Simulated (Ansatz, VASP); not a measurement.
# MoSe in VASP and in Ansatz

```
Mo Se
1.0
     0.00000    2.54904    2.54904
     2.54904    0.00000    2.54904
     2.54904    2.54904    0.00000
Mo Se
1 1
Direct
  0.00000 0.00000 0.00000
  0.50000 0.50000 0.50000
```

Alike in both runs: task relaxation of cell and atoms; functional PBEsol; k mesh 14 × 14 × 14; occupations gaussian, width 0.1 eV; no spin polarisation.

|  | VASP | Ansatz |
| --- | --- | --- |
| version | VASP 6.6.1 | Ansatz 0.2.0 |
| potentials or method | VASP PAW PBE potentials, release 64 (Mo_sv, Se), cutoff 600 eV | scalar-relativistic, plane waves, PAW |
| valence electrons in the cell | 20 | 30 |

```tsv
	VASP	Ansatz	Ansatz less VASP
gap on the k mesh at the Fermi level, each at its own relaxed structure (eV)	none	none	-
relaxed volume (Å³/atom)	17.11	17.07	-0.042
relaxed cell length with the largest relative difference (Å)	3.644	3.641	-0.0030
```

VASP's potentials were made for PBE, not for PBEsol. A gap of «none» marks a metal or a gap that the smearing closes. VASP's potentials hold 20 valence electrons a cell and Ansatz's 30, so a difference there can come from the potentials and not from the codes.
